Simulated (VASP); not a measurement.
AlFeC4N4, 10 atoms in the cell. It takes space group P-43m (No. 215, cubic). Conventional cell: a = 5.699 Å, b = 5.699 Å, c = 5.699 Å, α = 90.00°, β = 90.00°, γ = 90.00°. Al (site symmetry -43m) has 4 N at 1.84 Å within 2.4 Å. Fe (site symmetry -43m) has 4 C at 1.91 Å within 2.5 Å. Within 1.6 Å of C (site symmetry 3m) lie 1 N at 1.18 Å. N (site symmetry 3m) has 1 C at 1.18 Å within 1.6 Å. 

* Program: VASP 6.6.1
* Task: single point
* Functional: PBE
* Potentials or basis: VASP PAW PBE potentials, release 64 (Al, Fe, C, N)
* Cutoff: 520 eV
* k mesh: 4 × 4 × 4
* Occupations: gaussian, width 0.1 eV
* Spin: collinear spin, ferromagnetic start
* Starting moments: [0.0, 4.0, 0.0, 0.0, 0.0, 0.0, 0.0, 0.0, 0.0, 0.0] μB
* Dipole correction: no
* Further INCAR settings: ALGO = Normal; EDIFF = 1e-06; NBANDS = 38

Potentials or basis: VASP PAW PBE potentials, release 64 (Al, Fe, C, N).

Run with:

```sh
$ cat potpaw_PBE.64/Al/POTCAR potpaw_PBE.64/Fe/POTCAR potpaw_PBE.64/C/POTCAR potpaw_PBE.64/N/POTCAR > POTCAR
$ mpirun -np 1 vasp_std > vasp.out
```

Hardware: 1 thread of Intel(R) Xeon(R) 6975P-C (Granite Rapids), on a shared host.

Problem. How long does it take, and how much memory?

Solution. Wall time 80 s on 1 thread of Intel(R) Xeon(R) 6975P-C (Granite Rapids), on a shared host, peak memory 0.38 GiB. Counts: scf iterations 18, k points 10.
